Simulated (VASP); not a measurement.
A run of VASP 6.6.1 is set up as follows.

INCAR

```
  PREC = Accurate
  ENCUT = 520
  EDIFF = 1E-6
  ISMEAR = 1
  SIGMA = 0.1
  LREAL = False
  LASPH = True
  NELM = 100
  ALGO = Normal
  ISIF = 2
  LWAVE = False
  LCHARG = False
  GGA = PE
  NBANDS = 21
```

KPOINTS

```
regular mesh
0
Gamma
  13 13 7
```

POSCAR

```
Ru
1.0
    2.7235595794      0.0000000000      0.0000000000
   -1.3617797897      2.3586717845      0.0000000000
    0.0000000000      0.0000000000      4.2890849607
Ru
2
Direct
    0.3333333333      0.6666666667      0.2500000000
    0.6666666667      0.3333333333      0.7500000000
```

Potentials or basis: VASP PAW PBE potentials, release 64 (Ru_pv).

Command:

```console
$ cat potpaw_PBE.64/Ru_pv/POTCAR > POTCAR
$ mpirun -np 1 vasp_std > vasp.out
```

Q: Estimate the band gap on the k mesh.

A: Zero (band 14 reaches 13.98 eV, above the bottom of band 15 at 11.05 eV).

Q: What does it give for the pressure?

A: -0.4 GPa.

Stress tensor (GPa, compression positive):
```
-0.53  0.00  0.00
 0.00 -0.53  0.00
 0.00  0.00 -0.09
```
